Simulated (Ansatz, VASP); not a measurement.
## One calculation of FeO, two programs

```
Fe O
1.0
     1.58453    0.91483    2.48279
    -1.58453    0.91483    2.48279
     0.00000   -1.82965    2.48279
Fe O
1 1
Direct
  0.00000 0.00000 0.00000
  0.50000 0.50000 0.50000
```

Alike in both runs: functional PBE; k mesh 12 × 12 × 12; occupations gaussian, width 0.02 eV; collinear spin; Hubbard terms Fe d U = 5.3 eV.

Ansatz relaxed the structure, and its values are those at the end. VASP's run is a single point on that final structure, the one shown.

|  | VASP | Ansatz |
| --- | --- | --- |
| version | VASP 6.6.1 | Ansatz 0.2.0 |
| potentials or method | VASP PAW PBE potentials, release 64 (Fe_sv, O), cutoff 600 eV | scalar-relativistic, plane waves, PAW |
| valence electrons in the cell | 22 | 22 |

|  | VASP | Ansatz | Ansatz less VASP |
| --- | --- | --- | --- |
| pressure (GPa) | -10.5 | 0.0 | +10.53 |
| net moment per atom (μB) | 2.01 | 2.00 | -0.009 |
| size of the moment on the site where the two differ most (μB) | 3.68 | 3.54 | -0.141 |

Site moments also hang on the region over which each program counts them. The programs project onto different local orbitals, so the same U acts differently, and such runs can settle in different states.
